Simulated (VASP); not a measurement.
# H (P4/mmm) in VASP: notebook

H is run at these levels: LDA; tasks: single point.

Program: VASP 6.6.1. These are calculated values, not measurements. Logs are shortened: lines on timing, memory, paths and dates and some standing lists are left out, and cuts for length are marked.

**1. The cell of the first run**

The structure is tetragonal, space group P4/mmm (No. 123). The conventional cell has a = 2.517 Å, b = 2.517 Å, c = 0.931 Å, α = 90.00°, β = 90.00°, γ = 90.00°. H (site symmetry 4/mmm) has 2 H at 0.93 Å within 1.3 Å.

**2. Single point, LDA (strain -0.050 along x and y, -0.050 along z)**

Input file INCAR:

```
PREC = Accurate
ENCUT = 520
EDIFF = 1E-6
ISMEAR = 0
SIGMA = 0.05
LREAL = F
LASPH = T
NELM = 60
ALGO = Normal
ISIF = 2
LWAVE = F
LCHARG = F
NBANDS = 6
```

Input file KPOINTS:

```
regular mesh
0
Gamma
  10 10 26
```

Input file POSCAR:

```
H
1.0
    2.5171568020      0.0000000000      0.0000000000
    0.0000000000      2.5171568020      0.0000000000
    0.0000000000      0.0000000000      0.9314682740
H
1
Direct
    0.0000000000      0.0000000000      0.5000000000
```

Potentials or basis: VASP PAW LDA potentials, release 64 (H).

Run with:

```
cat potpaw_LDA.64/H/POTCAR > POTCAR
mpirun -np 1 vasp_std > vasp.out
```

OUTCAR:

```text
PREC = Accurate
   ENCUT = 520
   EDIFF = 1E-6
   ISMEAR = 0
   LREAL = F
   LASPH = T
   NELM = 60
   ISIF = 2

 ion  position               nearest neighbor table
   1  0.000  0.000  0.500-

  LATTYP: Found a simple tetragonal cell.
 ALAT       =     2.5171568020
 C/A-ratio  =     0.3700477750

  Lattice vectors:

 A1 = (   2.5171568020,   0.0000000000,   0.0000000000)
 A2 = (   0.0000000000,   2.5171568020,   0.0000000000)
 A3 = (   0.0000000000,   0.0000000000,   0.9314682740)

Analysis of symmetry for initial positions (statically):
=====================================================================
 Subroutine PRICEL returns:
 Original cell was already a primitive cell.

 Routine SETGRP: Setting up the symmetry group for a
 simple tetragonal supercell.

 Subroutine GETGRP returns: Found 16 space group operations
 (whereof 16 operations were pure point group operations)
 out of a pool of 16 trial point group operations.

The static configuration has the point symmetry D_4h.

Analysis of symmetry for dynamics (positions and initial velocities):
=====================================================================
 Subroutine PRICEL returns:
 Original cell was already a primitive cell.

 Routine SETGRP: Setting up the symmetry group for a
 simple tetragonal supercell.

 Subroutine GETGRP returns: Found 16 space group operations
 (whereof 16 operations were pure point group operations)
 out of a pool of 16 trial point group operations.

The dynamic configuration has the point symmetry D_4h.

 Subroutine INISYM returns: Found 16 space group operations
 (whereof 16 operations are pure point group operations),
 and found     1 'primitive' translations

----------------------------------------------------------------------------------------

                                     Primitive cell

  volume of cell :       5.9019

  direct lattice vectors                    reciprocal lattice vectors
     2.517156802  0.000000000  0.000000000     0.397273622  0.000000000  0.000000000
     0.000000000  2.517156802  0.000000000     0.000000000  0.397273622  0.000000000
     0.000000000  0.000000000  0.931468274     0.000000000  0.000000000  1.073573870

  length of vectors
     2.517156802  2.517156802  0.931468274     0.397273622  0.397273622  1.073573870

  position of ions in fractional coordinates (direct lattice)
     0.000000000  0.000000000  0.500000000

  ion indices of the primitive-cell ions
   primitive index   ion index
                 1           1

----------------------------------------------------------------------------------------

 KPOINTS: regular mesh

Automatic generation of k-mesh.
 Grid dimensions read from file:
 generate k-points for:   10   10   26

 Generating k-lattice:

  Cartesian coordinates                     Fractional coordinates (reciprocal lattice)
     0.039727362  0.000000000  0.000000000     0.100000000  0.000000000  0.000000000
     0.000000000  0.039727362  0.000000000     0.000000000  0.100000000  0.000000000
     0.000000000  0.000000000  0.041291303     0.000000000  0.000000000  0.038461538

  Length of vectors
     0.039727362  0.039727362  0.041291303

  Shift w.r.t. Gamma in fractional coordinates (k-lattice)
     0.000000000  0.000000000  0.000000000

 Subroutine IBZKPT returns following result:
 ===========================================

 Found    294 irreducible k-points:

 Following reciprocal coordinates:
            Coordinates               Weight
  0.000000  0.000000  0.000000      1.000000
  0.100000  0.000000  0.000000      4.000000
  0.200000  0.000000  0.000000      4.000000
  0.300000  0.000000  0.000000      4.000000
  0.400000  0.000000  0.000000      4.000000
  0.500000  0.000000  0.000000      2.000000
[... 16 lines left out ...]
  0.100000  0.000000  0.038462      8.000000
  0.200000  0.000000  0.038462      8.000000
 [... further k-points ...]
   k-points           NKPTS =    294   k-points in BZ     NKDIM =    294   number of bands    NBANDS=      6
   number of dos      NEDOS =    301   number of ions     NIONS =      1
   total plane-waves  NPLWV =   3200
   dimension x,y,z NGX =    20 NGY =   20 NGZ =    8
   dimension x,y,z NGXF=    40 NGYF=   40 NGZF=   16
   ions per type =               1
   NGX,Y,Z   is equivalent  to a cutoff of  13.21, 13.21, 14.28 a.u.
   NGXF,Y,Z  is equivalent  to a cutoff of  26.42, 26.42, 28.56 a.u.
 SYSTEM =  unknown system
   PREC   = accura    normal or accurate (medium, high low for compatibility)
   ISTART =      0    job   : 0-new  1-cont  2-samecut
   ICHARG =      2    charge: 1-file 2-atom 10-const
   ISPIN  =      1    spin polarized calculation?
   LNONCOLLINEAR =      F non collinear calculations
   LSORBIT =      F    spin-orbit coupling
   LASPH  =      T    aspherical Exc in radial PAW
   ENCUT  =  520.0 eV  38.22 Ry    6.18 a.u.   4.68  4.68  1.73*2*pi/ulx,y,z
   NELM   =     60;   NELMIN=  2; NELMDL= -5     # of ELM steps
   EDIFF  = 0.1E-05   stopping-criterion for ELM
   LREAL  =      F    real-space projection
   EDIFFG = 0.1E-04   stopping-criterion for IOM
   NSW    =      0    number of steps for IOM
   IBRION =     -1    ionic relax: 0-MD 1-quasi-New 2-CG
   NFREE  =      0    steps in history (QN), initial steepest desc. (CG)
   ISIF   =      2    stress and relaxation
   ISYM   =      2    0-nonsym 1-usesym 2-fastsym
   POTIM  = 0.5000    time-step for ionic-motion
   TEBEG  =    0.0;   TEEND  =   0.0 temperature during run
   PSTRESS=    0.0 pullay stress
   NELECT =       1.0000    total number of electrons
   NUPDOWN=      -1.0000    fix difference up-down
   EMIN   =  10.00;   EMAX   =-10.00  energy-range for DOS
   EFERMI =   0.00;   METHOD = LEGACY
   ISMEAR =     0;   SIGMA  =   0.05  broadening in eV -4-tet -1-fermi 0-gaus
   EFERMI_NEDOS =   21; number of points for ismear=-14 and -15
   IALGO  =     38    algorithm
   IMIX   =      4    mixing-type and parameters
     AMIX     =   0.40;   BMIX     =  1.00
     AMIX_MAG =   1.60;   BMIX_MAG =  1.00
  volume/ion in A,a.u.               =       5.90        39.83
  Fermi-wavevector in a.u.,A,eV,Ry     =   0.905897  1.711896 11.165603  0.820649
  Thomas-Fermi vector in A             =   2.029519
   LORBIT       =      0    0 simple, 1 ext, 2 COOP (PROOUT), +10 PAW based schemes
   GGA     = CA    functional components
   LHFCALC =     F    Hartree Fock is set to
   AEXX    =    0.0000 exact exchange contribution
   IVDW    =     0    specifies the selected vdW correction
   LEPSILON=     F    determine dielectric tensor
   LRPA    =     F    only Hartree local field effects (RPA)
 non-spin polarized calculation
 Gauss-broadening in eV      SIGMA  =   0.05
  energy-cutoff  :      520.00
  volume of cell :        5.90
 maximum number of plane-waves:       180
 NGX is ok and might be reduce to    20
   NGX =  9   NGY =  9   NGZ =  3

 number of electron       1.0000001 magnetization

 Free energy of the ion-electron system (eV)
  ---------------------------------------------------
  ext. energy  EPLUGINS =         0.00000000
  ---------------------------------------------------
  free energy    TOTEN  =        -3.10302026 eV

  energy without entropy =       -3.10297853  energy(sigma->0) =       -3.10299939

 E-fermi :  -0.6063     XC(G=0):  -7.8715

 val. band max:       -0.6164026122   @ k =   0.0000   0.0000   0.2692
 cond. band min:      -0.5961025123   @ k =   0.5000   0.5000   0.2308
 fundamental gap:      0.0203000999
 Fermi energy:        -0.6062701962

 k-point     1 :       0.0000    0.0000    0.0000
  band No.  band energies     occupation
      1     -13.0736      2.00000
      2       9.1710      0.00000
      3      15.6490      0.00000
      4      15.6490      0.00000
      5      18.4573      0.00000
      6      38.1413      0.00000

 k-point     2 :       0.1000    0.0000    0.0000
  band No.  band energies     occupation
      1     -12.9309      2.00000
      2       8.0438      0.00000
      3      14.8065      0.00000
      4      15.8595      0.00000
      5      21.1699      0.00000
      6      34.6449      0.00000

 k-point     3 :       0.2000    0.0000    0.0000
  band No.  band energies     occupation
      1     -12.5303      2.00000
      2       5.6039      0.00000
      3      14.7315      0.00000
      4      16.4779      0.00000
      5      25.9099      0.00000
      6      30.9205      0.00000

 k-point     4 :       0.3000    0.0000    0.0000
  band No.  band energies     occupation
      1     -11.9657      2.00000
      2       3.1870      0.00000
      3      15.3332      0.00000
      4      17.4484      0.00000
      5      27.7418      0.00000
      6      28.6343      0.00000

 k-point     5 :       0.4000    0.0000    0.0000
  band No.  band energies     occupation
      1     -11.4311      2.00000
      2       1.4544      0.00000
      3      16.1133      0.00000
      4      18.5761      0.00000
      5      25.5166      0.00000
      6      26.0947      0.00000
[... 136 lines left out ...]
 k-point    21 :       0.5000    0.5000    0.0000
  band No.  band energies     occupation
      1      -9.7174      2.00000
      2       5.2378      0.00000
      3       5.2378      0.00000
      4       8.6030      0.00000
      5      41.5160      0.00000
      6      47.8383      0.00000

 k-point    22 :       0.0000    0.0000    0.0385
  band No.  band energies     occupation
      1     -12.8188      2.00000
      2       9.4255      0.00000
      3      15.9056      0.00000
      4      15.9056      0.00000
      5      18.7137      0.00000
      6      38.3963      0.00000

 k-point    23 :       0.1000    0.0000    0.0385
  band No.  band energies     occupation
      1     -12.6762      2.00000
      2       8.2988      0.00000
      3      15.0626      0.00000
      4      16.1160      0.00000
      5      21.4263      0.00000
      6      34.9007      0.00000

 k-point    24 :       0.2000    0.0000    0.0385
  band No.  band energies     occupation
      1     -12.2755      2.00000
      2       5.8596      0.00000
      3      14.9872      0.00000
      4      16.7345      0.00000
      5      26.1663      0.00000
      6      31.1766      0.00000

 [... further k-points ...]
[... 5 lines left out ...]
  --------------------------------------------------------------------------------------
  -------------------------------------------------------------------------------------
  Total        0.0242699      0.0242699      0.9327581      0.0000000     -0.0000000     -0.0000000
  in kB        6.5885612      6.5885612    253.2159062      0.0000000     -0.0000000     -0.0000000
  external PRESSURE =      88.7976762 kB  Pullay stress =       0.0000000 kB

 VOLUME and BASIS-vectors are now :
 -----------------------------------------------------------------------------
  energy-cutoff  :      520.00
  volume of cell :        5.90
      direct lattice vectors                 reciprocal lattice vectors
     2.517156802  0.000000000  0.000000000     0.397273622  0.000000000  0.000000000
     0.000000000  2.517156802  0.000000000     0.000000000  0.397273622  0.000000000
     0.000000000  0.000000000  0.931468274     0.000000000  0.000000000  1.073573870

 POSITION                                       TOTAL-FORCE (eV/Angst)
 -----------------------------------------------------------------------------------
      0.00000      0.00000      0.46573         0.000000      0.000000      0.000000
 -----------------------------------------------------------------------------------
    total drift:                                0.000000      0.000000     -0.000000

  FREE ENERGIE OF THE ION-ELECTRON SYSTEM (eV)
  ---------------------------------------------------
  free  energy   TOTEN  =        -3.1030202633 eV

  energy  without entropy=       -3.1029785261  energy(sigma->0) =       -3.10299939
```

It took 6.3 s on 1 thread of Intel Xeon 6975P-C (Granite Rapids), shared host; peak memory 0.11 GiB.

What came out:

* Free energy: -3.1030 eV
* Pressure: 8.9 GPa

Stress tensor (GPa, compression positive):
```
 0.66  0.00  0.00
 0.00  0.66  0.00
 0.00  0.00 25.32
```

Caveat: the cell differs from its parent crystal (strain -0.050 along x and y, -0.050 along z).

**3. Single point, LDA (strain -0.050 along x and y, +0.000 along z)**

Edit INCAR of step 2 so:

```diff
@@ -11,3 +11,5 @@
 LWAVE = F
-LCHARG = F
+LCHARG = T
+LELF = T
+LVHAR = T
 NBANDS = 6
```

Input file KPOINTS:

```
Automatic mesh
0
Gamma
  10 10 26
```

Edit POSCAR of step 2 so:

```diff
@@ -4,3 +4,3 @@
     0.0000000000      2.5171568020      0.0000000000
-    0.0000000000      0.0000000000      0.9314682740
+    0.0000000000      0.0000000000      0.9804929200
 H
```

Potentials or basis: VASP PAW LDA potentials, release 64 (H).

Run with:

```
cat potpaw_LDA.64/H/POTCAR > POTCAR
mpirun -np 1 vasp_std > vasp.out
```

Run time: 4.2 s. Hardware: 1 thread of Intel Xeon 6975P-C (Granite Rapids), shared host; peak memory 0.1 GiB.

Results (log left out):

* Free energy: -3.1323 eV
* Pressure: 1.7 GPa

Stress tensor (GPa, compression positive):
```
-0.15  0.00  0.00
 0.00 -0.15  0.00
 0.00  0.00  5.48
```

Levels at points of the mesh, in eV from the Fermi level:
| k point | band 1 | band 2 | band 3 | band 4 |
| --- | --- | --- | --- | --- |
| (0.00, 0.00, 0.00) | -11.45 | 10.63 | 16.96 | 16.96 |
| (0.50, 0.00, 0.00) | -9.48 | 2.05 | 17.90 | 20.56 |
| (0.50, 0.50, 0.00) | -7.92 | 6.50 | 6.50 | 9.79 |
| (0.00, 0.00, 0.50) | 23.90 | 30.78 | 47.41 | 52.97 |
| (0.50, 0.00, 0.50) | 25.15 | 33.74 | 40.99 | 41.34 |
| (0.50, 0.50, 0.50) | 26.14 | 36.22 | 45.35 | 45.35 |

Caveat: the cell differs from its parent crystal (strain -0.050 along x and y, +0.000 along z).
